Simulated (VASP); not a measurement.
# MgO (P6_3/mmc) in VASP: notebook

MgO is run at these levels: r2SCAN; tasks: single point.

All numbers are computed with VASP 6.6.1; they aren't measurements. Logs are shortened: lines on timing, memory, paths and dates and some standing lists are left out, and cuts for length are marked.

## Step 1: The cell of the first run

It takes space group P6_3/mmc (No. 194, hexagonal). Conventional cell: a = 3.375 Å, b = 3.375 Å, c = 4.460 Å, α = 90.00°, β = 90.00°, γ = 120.00°. Mg (site symmetry -6m2) has 5 O at 1.95 to 2.23 Å within 2.6 Å. Within 2.6 Å of O (site symmetry -6m2) lie 5 Mg at 1.95 to 2.23 Å.

## Step 2: Single point, r2SCAN

POSCAR reads:

```
MgO
1.0
    3.3751538565      0.0000000000      0.0000000000
   -1.6875769283      2.9229689814      0.0000000000
    0.0000000000      0.0000000000      4.4602780644
Mg O
2 2
Direct
    0.6666666667      0.3333333333      0.7500000000
    0.3333333333      0.6666666667      0.2500000000
    0.6666666667      0.3333333333      0.2500000000
    0.3333333333      0.6666666667      0.7500000000
```

INCAR.step1 reads:

```
PREC     = Accurate       # precision mode
ENCUT    = 520            # plane-wave cutoff, eV
ISMEAR   = 0              # smearing method
SIGMA    = 0.05           # smearing width, eV
LREAL    = False          # projectors in reciprocal space
LASPH    = True           # aspherical terms in the spheres
NELM     = 80             # most SCF steps
NBANDS   = 16             # bands
GGA      = PE             # functional
ALGO     = Normal         # electronic algorithm
EDIFF    = 1E-4           # SCF threshold, eV
LWAVE    = True           # write WAVECAR
LCHARG   = False          # write CHGCAR
```

INCAR.step2 reads:

```
PREC     = Accurate       # precision mode
ENCUT    = 520            # plane-wave cutoff, eV
EDIFF    = 1E-7           # SCF threshold, eV
ISMEAR   = 0              # smearing method
SIGMA    = 0.05           # smearing width, eV
LREAL    = False          # projectors in reciprocal space
LASPH    = True           # aspherical terms in the spheres
NELM     = 80             # most SCF steps
ALGO     = Normal         # electronic algorithm
ISIF     = 2              # what is computed and relaxed
LWAVE    = False          # write WAVECAR
LCHARG   = True           # write CHGCAR
METAGGA  = R2SCAN         # meta-GGA
LMIXTAU  = True         
LELF     = True           # ELF
LVHAR    = True         
NBANDS   = 16             # bands
ISTART   = 1
```

KPOINTS reads:

```
Automatic mesh
0
Gamma
  12 12 6
```

Potentials or basis: VASP PAW PBE potentials, release 64 (Mg, O).

Command:

```console
$ cat potpaw_PBE.64/Mg/POTCAR potpaw_PBE.64/O/POTCAR > POTCAR
$ cp INCAR.step1 INCAR
$ mpirun -np 1 vasp_std > vasp.out
$ cp INCAR.step2 INCAR
$ mpirun -np 1 vasp_std > vasp.out
```

OUTCAR:

```text
PREC = Accurate
   ENCUT = 520
   EDIFF = 1E-7
   ISMEAR = 0
   LREAL = False
   LASPH = True
   NELM = 80
   ISIF = 2
   METAGGA = R2SCAN
   ISTART = 1

 ion  position               nearest neighbor table
   1  0.667  0.333  0.750-   4 1.95   4 1.95   4 1.95   3 2.23   3 2.23   2 2.96   2 2.96   2 2.96
                             2 2.96   2 2.96   2 2.96
   2  0.333  0.667  0.250-   3 1.95   3 1.95   3 1.95   4 2.23   4 2.23   1 2.96   1 2.96   1 2.96
                             1 2.96   1 2.96   1 2.96
   3  0.667  0.333  0.250-   2 1.95   2 1.95   2 1.95   1 2.23   1 2.23
   4  0.333  0.667  0.750-   1 1.95   1 1.95   1 1.95   2 2.23   2 2.23

  LATTYP: Found a hexagonal cell.
 ALAT       =     3.3751538565
 C/A-ratio  =     1.3215036274

  Lattice vectors:

 A1 = (   3.3751538565,   0.0000000000,   0.0000000000)
 A2 = (  -1.6875769283,   2.9229689814,   0.0000000000)
 A3 = (   0.0000000000,   0.0000000000,   4.4602780644)

Analysis of symmetry for initial positions (statically):
=====================================================================
 Subroutine PRICEL returns:
 Original cell was already a primitive cell.

 Routine SETGRP: Setting up the symmetry group for a
 hexagonal supercell.

 Subroutine GETGRP returns: Found 24 space group operations
 (whereof 12 operations were pure point group operations)
 out of a pool of 24 trial point group operations.

The static configuration has the point symmetry D_3d.
 The point group associated with its full space group is D_6h.

Analysis of symmetry for dynamics (positions and initial velocities):
=====================================================================
 Subroutine PRICEL returns:
 Original cell was already a primitive cell.

 Routine SETGRP: Setting up the symmetry group for a
 hexagonal supercell.

 Subroutine GETGRP returns: Found 24 space group operations
 (whereof 12 operations were pure point group operations)
 out of a pool of 24 trial point group operations.

The dynamic configuration has the point symmetry D_3d.
 The point group associated with its full space group is D_6h.

 Subroutine INISYM returns: Found 24 space group operations
 (whereof 12 operations are pure point group operations),
 and found     1 'primitive' translations

----------------------------------------------------------------------------------------

                                     Primitive cell

  volume of cell :      44.0027

  direct lattice vectors                    reciprocal lattice vectors
     3.375153856  0.000000000  0.000000000     0.296282790  0.171058948  0.000000000
    -1.687576928  2.922968981  0.000000000     0.000000000  0.342117897  0.000000000
     0.000000000  0.000000000  4.460278064     0.000000000  0.000000000  0.224201269

  length of vectors
     3.375153856  3.375153857  4.460278064     0.342117897  0.342117897  0.224201269

  position of ions in fractional coordinates (direct lattice)
     0.666666667  0.333333333  0.750000000
     0.333333333  0.666666667  0.250000000
     0.666666667  0.333333333  0.250000000
     0.333333333  0.666666667  0.750000000

  ion indices of the primitive-cell ions
   primitive index   ion index
                 1           1
                 2           2
                 3           3
                 4           4

----------------------------------------------------------------------------------------

 KPOINTS: Automatic mesh

Automatic generation of k-mesh.
 Grid dimensions read from file:
 generate k-points for:   12   12    6

 Generating k-lattice:

  Cartesian coordinates                     Fractional coordinates (reciprocal lattice)
     0.024690232  0.014254912  0.000000000     0.083333333  0.000000000  0.000000000
     0.000000000  0.028509825  0.000000000     0.000000000  0.083333333  0.000000000
     0.000000000  0.000000000  0.037366878     0.000000000  0.000000000  0.166666667

  Length of vectors
     0.028509825  0.028509825  0.037366878

  Shift w.r.t. Gamma in fractional coordinates (k-lattice)
     0.000000000  0.000000000  0.000000000

 Subroutine IBZKPT returns following result:
 ===========================================

 Found     76 irreducible k-points:

 Following reciprocal coordinates:
            Coordinates               Weight
  0.000000  0.000000  0.000000      1.000000
  0.083333 -0.000000  0.000000      6.000000
  0.166667 -0.000000  0.000000      6.000000
  0.250000 -0.000000  0.000000      6.000000
  0.333333 -0.000000  0.000000      6.000000
  0.416667 -0.000000  0.000000      6.000000
[... 16 lines left out ...]
  0.250000 -0.000000  0.166667     12.000000
  0.333333 -0.000000  0.166667     12.000000
 [... further k-points ...]
   k-points           NKPTS =     76   k-points in BZ     NKDIM =     76   number of bands    NBANDS=     16
   number of dos      NEDOS =    301   number of ions     NIONS =      4
   total plane-waves  NPLWV =  28224
   dimension x,y,z NGX =    28 NGY =   28 NGZ =   36
   dimension x,y,z NGXF=    56 NGYF=   56 NGZF=   72
   ions per type =               2   2
   NGX,Y,Z   is equivalent  to a cutoff of  13.79, 13.79, 13.42 a.u.
   NGXF,Y,Z  is equivalent  to a cutoff of  27.58, 27.58, 26.84 a.u.
 SYSTEM =  unknown system
   PREC   = accura    normal or accurate (medium, high low for compatibility)
   ISTART =      1    job   : 0-new  1-cont  2-samecut
   ICHARG =      0    charge: 1-file 2-atom 10-const
   ISPIN  =      1    spin polarized calculation?
   LNONCOLLINEAR =      F non collinear calculations
   LSORBIT =      F    spin-orbit coupling
   LASPH  =      T    aspherical Exc in radial PAW
   ENCUT  =  520.0 eV  38.22 Ry    6.18 a.u.   6.28  6.28  8.29*2*pi/ulx,y,z
   NELM   =     80;   NELMIN=  2; NELMDL=  0     # of ELM steps
   EDIFF  = 0.1E-06   stopping-criterion for ELM
   LREAL  =      F    real-space projection
   EDIFFG = 0.1E-05   stopping-criterion for IOM
   NSW    =      0    number of steps for IOM
   IBRION =     -1    ionic relax: 0-MD 1-quasi-New 2-CG
   NFREE  =      0    steps in history (QN), initial steepest desc. (CG)
   ISIF   =      2    stress and relaxation
   ISYM   =      2    0-nonsym 1-usesym 2-fastsym
   POTIM  = 0.5000    time-step for ionic-motion
   TEBEG  =    0.0;   TEEND  =   0.0 temperature during run
   PSTRESS=    0.0 pullay stress
   NELECT =      16.0000    total number of electrons
   NUPDOWN=      -1.0000    fix difference up-down
   EMIN   =  10.00;   EMAX   =-10.00  energy-range for DOS
   EFERMI =   0.00;   METHOD = LEGACY
   ISMEAR =     0;   SIGMA  =   0.05  broadening in eV -4-tet -1-fermi 0-gaus
   EFERMI_NEDOS =   21; number of points for ismear=-14 and -15
   IALGO  =     38    algorithm
   IMIX   =      4    mixing-type and parameters
     AMIX     =   0.40;   BMIX     =  1.00
     AMIX_MAG =   1.60;   BMIX_MAG =  1.00
  volume/ion in A,a.u.               =      11.00        74.24
  Fermi-wavevector in a.u.,A,eV,Ry     =   1.168481  2.208109 18.576679  1.365347
  Thomas-Fermi vector in A             =   2.304967
   LORBIT       =      0    0 simple, 1 ext, 2 COOP (PROOUT), +10 PAW based schemes
   METAGGA = R2SCAN    functional components
   LHFCALC =     F    Hartree Fock is set to
   AEXX    =    0.0000 exact exchange contribution
   IVDW    =     0    specifies the selected vdW correction
   LEPSILON=     F    determine dielectric tensor
   LRPA    =     F    only Hartree local field effects (RPA)
 non-spin polarized calculation
 Gauss-broadening in eV      SIGMA  =   0.05
  energy-cutoff  :      520.00
  volume of cell :       44.00
 maximum number of plane-waves:      1211
 NGX is ok and might be reduce to    28

 number of electron      15.9999998 magnetization

 Free energy of the ion-electron system (eV)
  ---------------------------------------------------
  ext. energy  EPLUGINS =         0.00000000
  ---------------------------------------------------
  free energy    TOTEN  =       -31.92544455 eV

  energy without entropy =      -31.92544455  energy(sigma->0) =      -31.92544455

 E-fermi :   2.0157     XC(G=0): -10.5705

 val. band max:        1.7087284708   @ k =   0.0000   0.0000   0.0000
 cond. band min:       5.7081621891   @ k =   0.0000   0.0000   0.0000
 fundamental gap:      3.9994337183
 Fermi energy:         2.0156547322

 k-point     1 :       0.0000    0.0000    0.0000
  band No.  band energies     occupation
      1     -16.2688      2.00000
      2     -15.0799      2.00000
      3      -2.2235      2.00000
      4      -0.0177      2.00000
      5      -0.0177      2.00000
      6       0.6659      2.00000
[... 8 lines left out ...]
     15      18.7155      0.00000
     16      18.7155      0.00000

 k-point     2 :       0.0833   -0.0000    0.0000
  band No.  band energies     occupation
      1     -16.2329      2.00000
      2     -15.0778      2.00000
      3      -2.1612      2.00000
      4      -0.1460      2.00000
      5      -0.0704      2.00000
      6       0.4810      2.00000
[... 8 lines left out ...]
     15      18.2500      0.00000
     16      18.2791      0.00000

 k-point     3 :       0.1667   -0.0000    0.0000
  band No.  band energies     occupation
      1     -16.1299      2.00000
      2     -15.0748      2.00000
      3      -1.9790      2.00000
      4      -0.5360      2.00000
      5      -0.1955      2.00000
      6       0.1196      2.00000
[... 8 lines left out ...]
     15      17.3961      0.00000
     16      17.4115      0.00000

 k-point     4 :       0.2500   -0.0000    0.0000
  band No.  band energies     occupation
      1     -15.9769      2.00000
      2     -15.0814      2.00000
      3      -1.6917      2.00000
      4      -1.0822      2.00000
      5      -0.3398      2.00000
      6      -0.2052      2.00000
[... 8 lines left out ...]
     15      16.8738      0.00000
     16      16.8855      0.00000
[... 324 lines left out ...]
 k-point    22 :       0.1667   -0.0000    0.1667
  band No.  band energies     occupation
      1     -16.0611      2.00000
      2     -15.1468      2.00000
      3      -1.9067      2.00000
      4      -0.4574      2.00000
      5      -0.1386      2.00000
      6      -0.0224      2.00000
[... 8 lines left out ...]
     15      17.4751      0.00000
     16      17.8480      0.00000

 k-point    23 :       0.2500   -0.0000    0.1667
  band No.  band energies     occupation
      1     -15.9161      2.00000
      2     -15.1396      2.00000
      3      -1.8018      2.00000
      4      -0.9328      2.00000
      5      -0.2915      2.00000
      6      -0.2729      2.00000
[... 8 lines left out ...]
     15      16.9795      0.00000
     16      17.1507      0.00000

 k-point    24 :       0.3333   -0.0000    0.1667
  band No.  band energies     occupation
      1     -15.7504      2.00000
      2     -15.1505      2.00000
      3      -1.8872      2.00000
      4      -1.1514      2.00000
      5      -0.4607      2.00000
      6      -0.3911      2.00000
[... 8 lines left out ...]
     15      16.4482      0.00000
     16      17.4349      0.00000

 [... further k-points ...]
[... 5 lines left out ...]
  --------------------------------------------------------------------------------------
  -------------------------------------------------------------------------------------
  Total        1.7606405      1.7606405     -2.5131291     -0.0000000      0.0000000      0.0000000
  in kB       64.1064244     64.1064244    -91.5051753     -0.0000000      0.0000000      0.0000000
  external PRESSURE =      12.2358911 kB  Pullay stress =       0.0000000 kB

 VOLUME and BASIS-vectors are now :
 -----------------------------------------------------------------------------
  energy-cutoff  :      520.00
  volume of cell :       44.00
      direct lattice vectors                 reciprocal lattice vectors
     3.375153856  0.000000000  0.000000000     0.296282790  0.171058948  0.000000000
    -1.687576928  2.922968981  0.000000000     0.000000000  0.342117897  0.000000000
     0.000000000  0.000000000  4.460278064     0.000000000  0.000000000  0.224201269

 POSITION                                       TOTAL-FORCE (eV/Angst)
 -----------------------------------------------------------------------------------
      1.68758      0.97432      3.34521        -0.000000      0.000000      0.000000
     -0.00000      1.94865      1.11507         0.000000     -0.000000      0.000000
      1.68758      0.97432      1.11507         0.000000      0.000000      0.000000
     -0.00000      1.94865      3.34521        -0.000000     -0.000000     -0.000000
 -----------------------------------------------------------------------------------
    total drift:                               -0.000000      0.000000     -0.000000

  FREE ENERGIE OF THE ION-ELECTRON SYSTEM (eV)
  ---------------------------------------------------
  free  energy   TOTEN  =       -31.9254445538 eV

  energy  without entropy=      -31.9254445538  energy(sigma->0) =      -31.92544455
```

Wall time 2.4 min (1 thread of Intel Xeon 6975P-C (Granite Rapids), shared host); peak memory 0.2 GiB.

Results:

| Item | Value |
| --- | --- |
| Free energy | -31.9254 eV |
| Pressure | 1.2 GPa |
| Band gap on the k mesh | 4.00 eV |

Caveat: the stress differs along the axes, from -9 to 6 GPa; the PAW data sets were made with another functional, which shifts forces and pressure a little. A k mesh can miss the band edges.

## Step 3: Single point, r2SCAN

This run uses another cell than the first one, of the same volume but with other edges.

POSCAR reads:

```
MgO
1.0
    3.5318375992      0.0000000000      0.0000000000
   -1.7659187996      3.0586610829      0.0000000000
    0.0000000000      0.0000000000      4.0733115916
Mg O
2 2
Direct
    0.6666666667      0.3333333333      0.7500000000
    0.3333333333      0.6666666667      0.2500000000
    0.6666666667      0.3333333333      0.2500000000
    0.3333333333      0.6666666667      0.7500000000
```

INCAR.step1 reads:

```
SYSTEM = MgO
ALGO = Normal
EDIFF = 1E-4
ENCUT = 520
GGA = PE
ISMEAR = 0
LASPH = .TRUE.
LCHARG = .FALSE.
LREAL = .FALSE.
LWAVE = .TRUE.
NBANDS = 16
NELM = 60
PREC = Accurate
SIGMA = 0.05
```

INCAR.step2 reads:

```
SYSTEM = MgO
ALGO = Normal
EDIFF = 1E-6
ENCUT = 520
ISIF = 2
ISMEAR = 0
ISTART = 1
LASPH = .TRUE.
LCHARG = .TRUE.
LELF = .TRUE.
LMIXTAU = .TRUE.
LREAL = .FALSE.
LVHAR = .TRUE.
LWAVE = .FALSE.
METAGGA = R2SCAN
NBANDS = 16
NELM = 60
PREC = Accurate
SIGMA = 0.05
```

KPOINTS reads:

```
k-points
0
G
  12 12 6
  0 0 0
```

Potentials or basis: VASP PAW PBE potentials, release 64 (Mg, O).

Command:

```console
$ cat potpaw_PBE.64/Mg/POTCAR potpaw_PBE.64/O/POTCAR > POTCAR
$ cp INCAR.step1 INCAR
$ mpirun -np 1 vasp_std > vasp.out
$ cp INCAR.step2 INCAR
$ mpirun -np 1 vasp_std > vasp.out
```

Run time: 1.9 min. Hardware: 1 thread of Intel Xeon 6975P-C (Granite Rapids), shared host; peak memory 0.2 GiB.

The run converged. Its results:

```yaml
Free_energy: -32.0420 eV
Pressure: 0.0 GPa
Band_gap_on_the_k_mesh: 4.12 eV
```

Stress tensor (GPa, compression positive):
```
-2.71  0.00  0.00
 0.00 -2.71  0.00
 0.00  0.00  5.31
```

Levels at points of the mesh, in eV from the valence-band top:
| k point | band 6 | band 7 | band 8 | band 9 | band 10 | band 11 |
| --- | --- | --- | --- | --- | --- | --- |
| (0.00, 0.00, 0.00) | -0.73 | -0.73 | 0.00 | 4.12 | 10.61 | 13.26 |
| (0.50, 0.00, 0.00) | -1.77 | -1.26 | -0.39 | 7.61 | 10.13 | 10.99 |
| (0.00, 0.00, 0.50) | -1.27 | -1.27 | -1.27 | 7.21 | 7.21 | 13.63 |
| (0.50, 0.00, 0.50) | -1.51 | -0.74 | -0.74 | 8.09 | 8.09 | 13.12 |

Caveat: the stress differs along the axes, from -3 to 5 GPa; the PAW data sets were made with another functional, which shifts forces and pressure a little. A k mesh can miss the band edges.
